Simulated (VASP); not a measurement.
# Ir4O in VASP: relaxation of the atoms with PBE

Aim: the relaxation of the atoms of Ir4O with PBE.

All numbers are computed with VASP 6.6.1; they aren't measurements. Logs are shortened: lines on timing, memory, paths and dates and some standing lists are left out, and cuts for length are marked.

## (1) The cell of the first run

The cell holds a slab with vacuum, 5 atoms: a = 2.737 Å, b = 3.870 Å, c = 19.460 Å, α = 90.00°, β = 90.00°, γ = 90.00°.

## (2) Relaxation of the atoms, PBE

INCAR

```
  PREC = Accurate
  ENCUT = 520
  EDIFF = 1E-6
  ISMEAR = 0
  SIGMA = 0.1
  LREAL = F
  LASPH = T
  NELM = 100
  ALGO = Normal
  ISIF = 2
  LWAVE = F
  LCHARG = F
  LDIPOL = T
  IDIPOL = 3
  DIPOL = 0.5 0.5 0.346
  GGA = PE
  IBRION = 2
  NSW = 36
  EDIFFG = -0.025
```

KPOINTS

```
regular mesh
0
Gamma
  10 7 1
```

POSCAR

```
Ir4O
1.0
    2.7367600872      0.0000000000      0.0000000000
    0.0000000000      3.8703632323      0.0000000000
    0.0000000000      0.0000000000     19.4599433730
Ir O
4 1
Selective dynamics
Direct
    0.5000000000      0.5000000000      0.2055504440  F F F
    0.0000000000      0.0000000000      0.2758682254  F F F
    0.5000000000      0.5000000000      0.3454282605  F F F
    0.0000000000      0.0000000000      0.4090424736  F F F
    0.0000000000      0.1250000000      0.4950779273  F F T
```

Potentials or basis: VASP PAW PBE potentials, release 64 (Ir, O).

On the command line:

```console
cat potpaw_PBE.64/Ir/POTCAR potpaw_PBE.64/O/POTCAR > POTCAR
mpirun -np 1 vasp_std > vasp.out
```

OUTCAR:

```text
PREC = Accurate
   ENCUT = 520
   EDIFF = 1E-6
   ISMEAR = 0
   LREAL = F
   LASPH = T
   NELM = 100
   ISIF = 2
   GGA = PE
   IBRION = 2
   NSW = 36
   EDIFFG = -0.025

 ion  position               nearest neighbor table
   1  0.500  0.500  0.206-   3 2.72   2 2.74   2 2.74   2 2.74   2 2.74
   2  0.000  0.000  0.276-   4 2.59   3 2.73   3 2.73   3 2.73   3 2.73   1 2.74   1 2.74   1 2.74
                             1 2.74
   3  0.500  0.500  0.345-   4 2.67   4 2.67   4 2.67   4 2.67   1 2.72   2 2.73   2 2.73   2 2.73
                             2 2.73
   4  0.000  0.000  0.409-   5 1.74   2 2.59   3 2.67   3 2.67   3 2.67   3 2.67
   5  0.000  0.125  0.495-   4 1.74

  LATTYP: Found a simple orthorhombic cell.
 ALAT       =     2.7367600872
 B/A-ratio  =     1.4142135624
 C/A-ratio  =     7.1105770155

  Lattice vectors:

 A1 = (   2.7367600872,   0.0000000000,   0.0000000000)
 A2 = (   0.0000000000,   3.8703632323,   0.0000000000)
 A3 = (   0.0000000000,   0.0000000000,  19.4599433730)

Analysis of symmetry for initial positions (statically):
=====================================================================
 Subroutine PRICEL returns:
 Original cell was already a primitive cell.

 Routine SETGRP: Setting up the symmetry group for a
 simple orthorhombic supercell.

 Subroutine GETGRP returns: Found  2 space group operations
 (whereof  2 operations were pure point group operations)
 out of a pool of  8 trial point group operations.

The static configuration has the point symmetry C_1h.

Analysis of symmetry for dynamics (positions and initial velocities):
=====================================================================
 Subroutine PRICEL returns:
 Original cell was already a primitive cell.

 Routine SETGRP: Setting up the symmetry group for a
 simple orthorhombic supercell.

 Subroutine GETGRP returns: Found  2 space group operations
 (whereof  2 operations were pure point group operations)
 out of a pool of  8 trial point group operations.

The dynamic configuration has the point symmetry C_1h.

Analysis of constrained symmetry for selective dynamics:
=====================================================================
 Subroutine PRICEL returns:
 Original cell was already a primitive cell.

 Routine SETGRP: Setting up the symmetry group for a
 simple orthorhombic supercell.

 Subroutine GETGRP returns: Found  2 space group operations
 (whereof  2 operations were pure point group operations)
[... 122 lines left out ...]
   ISMEAR =     0;   SIGMA  =   0.10  broadening in eV -4-tet -1-fermi 0-gaus
   EFERMI_NEDOS =   21; number of points for ismear=-14 and -15
   IALGO  =     38    algorithm
   IMIX   =      4    mixing-type and parameters
     AMIX     =   0.40;   BMIX     =  1.00
     AMIX_MAG =   1.60;   BMIX_MAG =  1.00
  volume/ion in A,a.u.               =      41.22       278.20
  Fermi-wavevector in a.u.,A,eV,Ry     =   0.963344  1.820456 12.626629  0.928031
  Thomas-Fermi vector in A             =   2.092881
   LORBIT       =      0    0 simple, 1 ext, 2 COOP (PROOUT), +10 PAW based schemes
   GGA     = PE    functional components
   LHFCALC =     F    Hartree Fock is set to
   AEXX    =    0.0000 exact exchange contribution
   IVDW    =     0    specifies the selected vdW correction
   LEPSILON=     F    determine dielectric tensor
   LRPA    =     F    only Hartree local field effects (RPA)
 conjugate gradient relaxation of ions
 non-spin polarized calculation
 Gauss-broadening in eV      SIGMA  =   0.10
  energy-cutoff  :      520.00
  volume of cell :      206.12
 maximum number of plane-waves:      5602
   NGX = 11   NGY = 15   NGZ = 73

 dipolmoment           0.000000      0.000000     -0.066977 electrons x Angstroem

--------------------------------------- Ionic step        1  -------------------------------------------

 number of electron      41.9999989 magnetization

 Free energy of the ion-electron system (eV)
  ---------------------------------------------------
  ext. energy  EPLUGINS =         0.00000000
  ---------------------------------------------------
  free energy    TOTEN  =       -37.76321581 eV

  energy without entropy =      -37.72395833  energy(sigma->0) =      -37.74358707

------------------------ aborting loop because EDIFF is reached ----------------------------------------

  FORCE on cell =-STRESS in cart. coord.  units (eV):
  Direction    XX          YY          ZZ          XY          YZ          ZX
  --------------------------------------------------------------------------------------
  -------------------------------------------------------------------------------------
  Total       -3.8068500     -3.2437150      2.5483910      0.0000000     -0.2118185      0.0000000
  in kB      -29.5900925    -25.2129262     19.8082731      0.0000000     -1.6464341      0.0000000
  external PRESSURE =     -11.6649152 kB  Pullay stress =       0.0000000 kB
[... 65 lines left out ...]
--------------------------------------- Ionic step        3  -------------------------------------------

 number of electron      41.9999991 magnetization

 dipolmoment           0.000000      0.000000      0.133492 electrons x Angstroem

 Free energy of the ion-electron system (eV)
  ---------------------------------------------------
  ext. energy  EPLUGINS =         0.00000000
  ---------------------------------------------------
  free energy    TOTEN  =       -37.76593874 eV

  energy without entropy =      -37.72643673  energy(sigma->0) =      -37.74618774

 E-fermi :  -1.2945     XC(G=0):  -5.3785

 val. band max:       -1.2957819093   @ k =   0.0000   0.1429   0.0000
 cond. band min:      -1.2896218637   @ k =   0.1000   0.1429   0.0000
 fundamental gap:      0.0061600456
 Fermi energy:        -1.2945251593

 k-point     1 :       0.0000    0.0000    0.0000
  band No.  band energies     occupation
      1     -19.9404      2.00000
      2     -10.9120      2.00000
      3      -8.3621      2.00000
      4      -8.1076      2.00000
      5      -7.8410      2.00000
      6      -6.8686      2.00000
[... 661 lines left out ...]
     24       0.7280      0.00000
     25       1.1120      0.00000

------------------------ aborting loop because EDIFF is reached ----------------------------------------

 vacuum level on the upper side and lower side of the slab       (xc-potential included)         0.960        -1.204

  FORCE on cell =-STRESS in cart. coord.  units (eV):
  Direction    XX          YY          ZZ          XY          YZ          ZX
  --------------------------------------------------------------------------------------
  -------------------------------------------------------------------------------------
  Total       -3.8818703     -3.3434446      1.7170355      0.0000000     -0.4217504      0.0000000
  in kB      -30.1732147    -25.9881099     13.3462679      0.0000000     -3.2782043      0.0000000
  external PRESSURE =     -14.2716856 kB  Pullay stress =       0.0000000 kB
[... 20 lines left out ...]
  FREE ENERGIE OF THE ION-ELECTRON SYSTEM (eV)
  ---------------------------------------------------
  free  energy   TOTEN  =       -37.7659387369 eV

  energy  without entropy=      -37.7264367332  energy(sigma->0) =      -37.74618774

 reached required accuracy - stopping structural energy minimisation

 vacuum level on the upper side and lower side of the slab         5.847         3.603
```

OSZICAR:

```text
N       E                     dE             d eps       ncg     rms          rms(c)
DAV:   1     0.416291658558E+03    0.41629E+03   -0.17055E+04  1200   0.141E+03
DAV:   2     0.184271299739E+02   -0.39786E+03   -0.37989E+03  1251   0.420E+02
DAV:   3    -0.387356611701E+02   -0.57163E+02   -0.55963E+02  1917   0.135E+02
[... 58 lines left out ...]
DAV:  10    -0.377659496316E+02    0.36630E-04   -0.10874E-04  1846   0.913E-02    0.419E-02
DAV:  11    -0.377659392717E+02    0.10360E-04   -0.33772E-05  1364   0.371E-02    0.276E-02
DAV:  12    -0.377659412537E+02   -0.19820E-05   -0.33279E-06  1051   0.170E-02    0.201E-02
DAV:  13    -0.377659381484E+02    0.31053E-05   -0.47634E-05  1228   0.427E-02    0.863E-03
DAV:  14    -0.377659387369E+02   -0.58854E-06   -0.73221E-06  1227   0.173E-02
   3 F= -.37765939E+02 E0= -.37746188E+02  d E =-.272293E-02
```

Wall time 6.2 min (1 thread of Intel Xeon Platinum 8488C (Sapphire Rapids), shared host); peak memory 0.35 GiB.

Results:

```yaml
Free_energy: -37.7659 eV
Energy_gained_by_relaxing: 0.5 meV/atom
Ionic_steps: 3
Band_gap_on_the_k_mesh: zero (bands 21 and 22 overlap by 0.99 eV)
```

The path:
```tsv
step	energy change (eV)	largest force on free atoms (eV/Å)	pressure (GPa)
1	0.0000	0.4666	-1.17
2	-0.0006	0.3962	-1.64
3	-0.0027	0.0024	-1.43
```

Final structure:
```
CELL_PARAMETERS angstrom
2.73676 0.00000 0.00000
0.00000 3.87036 0.00000
0.00000 0.00000 19.45994
ATOMIC_POSITIONS crystal
Ir 0.50000 0.50000 0.20555
Ir 0.00000 0.00000 0.27587
Ir 0.50000 0.50000 0.34543
Ir 0.00000 0.00000 0.40904
O 0.00000 0.12500 0.49569
```

Caveat: spin-orbit coupling is left out, which moves the levels of the heavy elements.
